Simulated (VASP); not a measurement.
# HfZr2Se6 (R-3) in VASP: a series of runs

HfZr2Se6 is run at these levels: PBE; tasks: single point.

Everything below comes from runs of VASP 6.6.1. Logs are shortened: lines on timing, memory, paths and dates and some standing lists are left out, and cuts for length are marked.

## (1) The cell of the first run

It takes space group R-3 (No. 148, trigonal). Conventional cell: a = 6.564 Å, b = 6.564 Å, c = 20.824 Å, α = 90.00°, β = 90.00°, γ = 120.00°. Within 3.6 Å of Zr (site symmetry 3) lie 6 Se at 2.71 Å. Hf (site symmetry -3) has 6 Se at 2.69 Å within 3.5 Å. Within 3.5 Å of Se (site symmetry 1) lie 1 Hf at 2.69 Å and 2 Zr at 2.71 Å.

## (2) Single point, PBE

Contents of INCAR:

```
PREC = Accurate ; ENCUT = 520
EDIFF = 1E-6 ; ISMEAR = 0
SIGMA = 0.02 ; LREAL = F
LASPH = T ; NELM = 100
ALGO = Normal ; ISIF = 2
LWAVE = F ; LCHARG = F
GGA = PE ; NBANDS = 45
```

Contents of KPOINTS:

```
regular mesh
0
Gamma
  6 6 6
```

Contents of POSCAR:

```
HfZr2Se6
1.0
    3.2817823049      1.8947378972      6.9414692000
   -3.2817823049      1.8947378972      6.9414692000
    0.0000000000     -3.7894757943      6.9414692000
Zr Hf Se
2 1 6
Direct
    0.3333360000      0.3333360000      0.3333360000
    0.6666640000      0.6666640000      0.6666640000
    0.0000000000      0.0000000000      0.0000000000
    0.2552090000      0.5929340000      0.9240810000
    0.5929340000      0.9240810000      0.2552090000
    0.9240810000      0.2552090000      0.5929340000
    0.0759190000      0.7447910000      0.4070660000
    0.4070660000      0.0759190000      0.7447910000
    0.7447910000      0.4070660000      0.0759190000
```

Potentials or basis: VASP PAW PBE potentials, release 64 (Zr_sv, Hf_pv, Se).

The run is started by

```console
$ cat potpaw_PBE.64/Zr_sv/POTCAR potpaw_PBE.64/Hf_pv/POTCAR potpaw_PBE.64/Se/POTCAR > POTCAR
$ mpirun -np 1 vasp_std > vasp.out
```

OUTCAR:

```text
PREC = Accurate
   ENCUT = 520
   EDIFF = 1E-6
   ISMEAR = 0
   LREAL = F
   LASPH = T
   NELM = 100
   ISIF = 2
   GGA = PE

 ion  position               nearest neighbor table
   1  0.333  0.333  0.333-   7 2.71   8 2.71   9 2.71   5 2.71   4 2.71   6 2.71   3 3.79   3 3.79
                             3 3.79   2 3.79   2 3.79   2 3.79
   2  0.667  0.667  0.667-   6 2.71   5 2.71   4 2.71   8 2.71   9 2.71   7 2.71   3 3.79   3 3.79
                             3 3.79   1 3.79   1 3.79   1 3.79
   3  0.000  0.000  0.000-   4 2.69   9 2.69   7 2.69   6 2.69   8 2.69   5 2.69   2 3.79   2 3.79
                             1 3.79   1 3.79   2 3.79   1 3.79
   4  0.255  0.593  0.924-   3 2.69   2 2.71   1 2.71
   5  0.593  0.924  0.255-   3 2.69   2 2.71   1 2.71
   6  0.924  0.255  0.593-   3 2.69   2 2.71   1 2.71
   7  0.076  0.745  0.407-   3 2.69   1 2.71   2 2.71
   8  0.407  0.076  0.745-   3 2.69   1 2.71   2 2.71
   9  0.745  0.407  0.076-   3 2.69   1 2.71   2 2.71

  LATTYP: Found a trigonal (rhomboedric) cell.
 ALAT       =     7.9084841437
 COS(alpha) =     0.6556000837

  Lattice vectors:

 A1 = (   3.2817823049,   1.8947378972,   6.9414692000)
 A2 = (  -3.2817823049,   1.8947378972,   6.9414692000)
 A3 = (   0.0000000000,  -3.7894757943,   6.9414692000)

Analysis of symmetry for initial positions (statically):
=====================================================================
 Subroutine PRICEL returns:
 Original cell was already a primitive cell.

 Routine SETGRP: Setting up the symmetry group for a
 trigonal (rhombohedral) supercell.

 Subroutine GETGRP returns: Found  6 space group operations
 (whereof  6 operations were pure point group operations)
 out of a pool of 12 trial point group operations.

The static configuration has the point symmetry S_6 .

Analysis of symmetry for dynamics (positions and initial velocities):
=====================================================================
 Subroutine PRICEL returns:
 Original cell was already a primitive cell.

 Routine SETGRP: Setting up the symmetry group for a
 trigonal (rhombohedral) supercell.

 Subroutine GETGRP returns: Found  6 space group operations
 (whereof  6 operations were pure point group operations)
 out of a pool of 12 trial point group operations.

The dynamic configuration has the point symmetry S_6 .

 Subroutine INISYM returns: Found  6 space group operations
 (whereof  6 operations are pure point group operations),
 and found     1 'primitive' translations

----------------------------------------------------------------------------------------

                                     Primitive cell

  volume of cell :     258.9772

  direct lattice vectors                    reciprocal lattice vectors
     3.281782305  1.894737897  6.941469200     0.152356236  0.087962914  0.048020574
    -3.281782305  1.894737897  6.941469200    -0.152356236  0.087962914  0.048020574
     0.000000000 -3.789475794  6.941469200     0.000000000 -0.175925828  0.048020574

  length of vectors
     7.908484144  7.908484144  7.908484144     0.182361927  0.182361927  0.182361927

  position of ions in fractional coordinates (direct lattice)
     0.333336000  0.333336000  0.333336000
     0.666664000  0.666664000  0.666664000
     0.000000000  0.000000000  0.000000000
     0.255209000  0.592934000  0.924081000
     0.592934000  0.924081000  0.255209000
     0.924081000  0.255209000  0.592934000
     0.075919000  0.744791000  0.407066000
     0.407066000  0.075919000  0.744791000
     0.744791000  0.407066000  0.075919000

  ion indices of the primitive-cell ions
   primitive index   ion index
                 1           1
                 2           2
                 3           3
                 4           4
                 5           5
                 6           6
                 7           7
                 8           8
                 9           9

----------------------------------------------------------------------------------------

 KPOINTS: regular mesh

Automatic generation of k-mesh.
 Grid dimensions read from file:
 generate k-points for:    6    6    6

 Generating k-lattice:

  Cartesian coordinates                     Fractional coordinates (reciprocal lattice)
     0.025392706  0.014660486  0.008003429     0.166666667  0.000000000  0.000000000
    -0.025392706  0.014660486  0.008003429     0.000000000  0.166666667  0.000000000
     0.000000000 -0.029320971  0.008003429    -0.000000000 -0.000000000  0.166666667

  Length of vectors
     0.030393655  0.030393655  0.030393655

  Shift w.r.t. Gamma in fractional coordinates (k-lattice)
     0.000000000  0.000000000  0.000000000

 Subroutine IBZKPT returns following result:
 ===========================================

 Found     40 irreducible k-points:

 Following reciprocal coordinates:
            Coordinates               Weight
  0.000000  0.000000  0.000000      1.000000
  0.166667 -0.000000 -0.000000      6.000000
  0.333333  0.000000 -0.000000      6.000000
  0.500000 -0.000000 -0.000000      3.000000
  0.166667  0.166667 -0.000000      6.000000
  0.333333  0.166667 -0.000000      6.000000
[... 16 lines left out ...]
  0.333333  0.333333  0.166667      6.000000
  0.500000  0.333333  0.166667      6.000000
 [... further k-points ...]
   k-points           NKPTS =     40   k-points in BZ     NKDIM =     40   number of bands    NBANDS=     45
   number of dos      NEDOS =    301   number of ions     NIONS =      9
   total plane-waves  NPLWV = 216000
   dimension x,y,z NGX =    60 NGY =   60 NGZ =   60
   dimension x,y,z NGXF=   120 NGYF=  120 NGZF=  120
   ions per type =               2   1   6
   NGX,Y,Z   is equivalent  to a cutoff of  12.61, 12.61, 12.61 a.u.
   NGXF,Y,Z  is equivalent  to a cutoff of  25.23, 25.23, 25.23 a.u.
 SYSTEM =  unknown system
   PREC   = accura    normal or accurate (medium, high low for compatibility)
   ISTART =      0    job   : 0-new  1-cont  2-samecut
   ICHARG =      2    charge: 1-file 2-atom 10-const
   ISPIN  =      1    spin polarized calculation?
   LNONCOLLINEAR =      F non collinear calculations
   LSORBIT =      F    spin-orbit coupling
   LASPH  =      T    aspherical Exc in radial PAW
   ENCUT  =  520.0 eV  38.22 Ry    6.18 a.u.  14.70 14.70 14.70*2*pi/ulx,y,z
   NELM   =    100;   NELMIN=  2; NELMDL= -5     # of ELM steps
   EDIFF  = 0.1E-05   stopping-criterion for ELM
   LREAL  =      F    real-space projection
   EDIFFG = 0.1E-04   stopping-criterion for IOM
   NSW    =      0    number of steps for IOM
   IBRION =     -1    ionic relax: 0-MD 1-quasi-New 2-CG
   NFREE  =      0    steps in history (QN), initial steepest desc. (CG)
   ISIF   =      2    stress and relaxation
   ISYM   =      2    0-nonsym 1-usesym 2-fastsym
   POTIM  = 0.5000    time-step for ionic-motion
   TEBEG  =    0.0;   TEEND  =   0.0 temperature during run
   PSTRESS=    0.0 pullay stress
   NELECT =      70.0000    total number of electrons
   NUPDOWN=      -1.0000    fix difference up-down
   EMIN   =  10.00;   EMAX   =-10.00  energy-range for DOS
   EFERMI =   0.00;   METHOD = LEGACY
   ISMEAR =     0;   SIGMA  =   0.02  broadening in eV -4-tet -1-fermi 0-gaus
   EFERMI_NEDOS =   21; number of points for ismear=-14 and -15
   IALGO  =     38    algorithm
   IMIX   =      4    mixing-type and parameters
     AMIX     =   0.40;   BMIX     =  1.00
     AMIX_MAG =   1.60;   BMIX_MAG =  1.00
  volume/ion in A,a.u.               =      28.78       194.18
  Fermi-wavevector in a.u.,A,eV,Ry     =   1.058491  2.000257 15.243998  1.120402
  Thomas-Fermi vector in A             =   2.193802
   LORBIT       =      0    0 simple, 1 ext, 2 COOP (PROOUT), +10 PAW based schemes
   GGA     = PE    functional components
   LHFCALC =     F    Hartree Fock is set to
   AEXX    =    0.0000 exact exchange contribution
   IVDW    =     0    specifies the selected vdW correction
   LEPSILON=     F    determine dielectric tensor
   LRPA    =     F    only Hartree local field effects (RPA)
 non-spin polarized calculation
 Gauss-broadening in eV      SIGMA  =   0.02
  energy-cutoff  :      520.00
  volume of cell :      258.98
 maximum number of plane-waves:      7003
   NGX = 29   NGY = 29   NGZ = 29

 number of electron      70.0000000 magnetization

 Free energy of the ion-electron system (eV)
  ---------------------------------------------------
  ext. energy  EPLUGINS =         0.00000000
  ---------------------------------------------------
  free energy    TOTEN  =       -60.18862571 eV

  energy without entropy =      -60.18862571  energy(sigma->0) =      -60.18862571

 E-fermi :   2.9464     XC(G=0):  -8.7880

 val. band max:        2.7813410460   @ k =   0.0000   0.0000   0.0000
 cond. band min:       3.2304281026   @ k =   0.5000  -0.0000  -0.0000
 fundamental gap:      0.4490870566
 Fermi energy:         2.9464364968

 k-point     1 :       0.0000    0.0000    0.0000
  band No.  band energies     occupation
      1     -46.7165      2.00000
      2     -46.7075      2.00000
      3     -28.4584      2.00000
      4     -28.4584      2.00000
      5     -28.4468      2.00000
      6     -24.7707      2.00000
[... 37 lines left out ...]
     44       5.4364      0.00000
     45       7.1138      0.00000

 k-point     2 :       0.1667   -0.0000   -0.0000
  band No.  band energies     occupation
      1     -46.7159      2.00000
      2     -46.7080      2.00000
      3     -28.4585      2.00000
      4     -28.4584      2.00000
      5     -28.4467      2.00000
      6     -24.7726      2.00000
[... 37 lines left out ...]
     44       5.6574      0.00000
     45       6.8363      0.00000

 k-point     3 :       0.3333    0.0000   -0.0000
  band No.  band energies     occupation
      1     -46.7146      2.00000
      2     -46.7094      2.00000
      3     -28.4585      2.00000
      4     -28.4582      2.00000
      5     -28.4467      2.00000
      6     -24.7761      2.00000
[... 997 lines left out ...]
     44       5.6857      0.00000
     45       6.7576      0.00000

 k-point    24 :       0.5000    0.3333    0.1667
  band No.  band energies     occupation
      1     -46.7150      2.00000
      2     -46.7090      2.00000
      3     -28.4585      2.00000
      4     -28.4583      2.00000
      5     -28.4467      2.00000
      6     -24.7763      2.00000
[... 37 lines left out ...]
     44       5.7992      0.00000
     45       6.4067      0.00000

 [... further k-points ...]
[... 5 lines left out ...]
  --------------------------------------------------------------------------------------
  -------------------------------------------------------------------------------------
  Total       -0.0602533     -0.0602533     -0.0596599      0.0000000     -0.0000000      0.0000000
  in kB       -0.3727608     -0.3727608     -0.3690893      0.0000000     -0.0000000      0.0000000
  external PRESSURE =      -0.3715369 kB  Pullay stress =       0.0000000 kB

 VOLUME and BASIS-vectors are now :
 -----------------------------------------------------------------------------
  energy-cutoff  :      520.00
  volume of cell :      258.98
      direct lattice vectors                 reciprocal lattice vectors
     3.281782305  1.894737897  6.941469200     0.152356236  0.087962914  0.048020574
    -3.281782305  1.894737897  6.941469200    -0.152356236  0.087962914  0.048020574
     0.000000000 -3.789475794  6.941469200     0.000000000 -0.175925828  0.048020574

 POSITION                                       TOTAL-FORCE (eV/Angst)
 -----------------------------------------------------------------------------------
      0.00000      0.00000      6.94152        -0.000000      0.000000      0.000011
      0.00000      0.00000     13.88288        -0.000000     -0.000000     -0.000011
      0.00000      0.00000      0.00000        -0.000000     -0.000000     -0.000000
     -1.10834     -1.89477     12.30184        -0.029530      0.000030      0.005292
     -1.08675      1.90724     12.30184         0.014791      0.025559      0.005292
      2.19509     -0.01246     12.30184         0.014739     -0.025589      0.005292
     -2.19509      0.01246      8.52257        -0.014739      0.025589     -0.005292
      1.08675     -1.90724      8.52257        -0.014791     -0.025559     -0.005292
      1.10834      1.89477      8.52257         0.029530     -0.000030     -0.005292
 -----------------------------------------------------------------------------------
    total drift:                               -0.000000      0.000000     -0.000000

  FREE ENERGIE OF THE ION-ELECTRON SYSTEM (eV)
  ---------------------------------------------------
  free  energy   TOTEN  =       -60.1886257090 eV

  energy  without entropy=      -60.1886257090  energy(sigma->0) =      -60.18862571
```

Run time: 7 min. Hardware: 1 thread of Intel Xeon 6975P-C (Granite Rapids), shared host; peak memory 0.72 GiB.

What came out:

```yaml
Free_energy: -60.1886 eV
Pressure: 0.0 GPa
Largest_force: 0.030 eV/Å
Band_gap_on_the_k_mesh: 0.45 eV, indirect (least direct gap 1.21 eV)
```

Forces in eV/Å, atoms in the order of the input:
```
Zr   0.000  0.000  0.000
Zr   0.000  0.000  0.000
Hf   0.000  0.000  0.000
Se  -0.030  0.000  0.005
Se   0.015  0.026  0.005
Se   0.015 -0.026  0.005
Se  -0.015  0.026 -0.005
Se  -0.015 -0.026 -0.005
Se   0.030  0.000 -0.005
```

Levels at points of the mesh, in eV from the valence-band top:
```tsv
k point	band 33	band 34	band 35	band 36	band 37	band 38
(0.00, 0.00, 0.00)	-0.56	0.00	0.00	1.21	1.21	1.52
(0.50, 0.00, 0.00)	-1.06	-0.81	-0.77	0.45	1.35	1.54
(0.50, 0.50, 0.00)	-1.14	-0.92	-0.86	0.58	1.40	1.59
(0.50, 0.50, 0.50)	-1.66	-0.04	-0.04	1.20	1.20	1.72
```

Caveat: spin-orbit coupling is left out, which moves the levels of the heavy elements. A k mesh can miss the band edges.

[end of part 1 of 2]
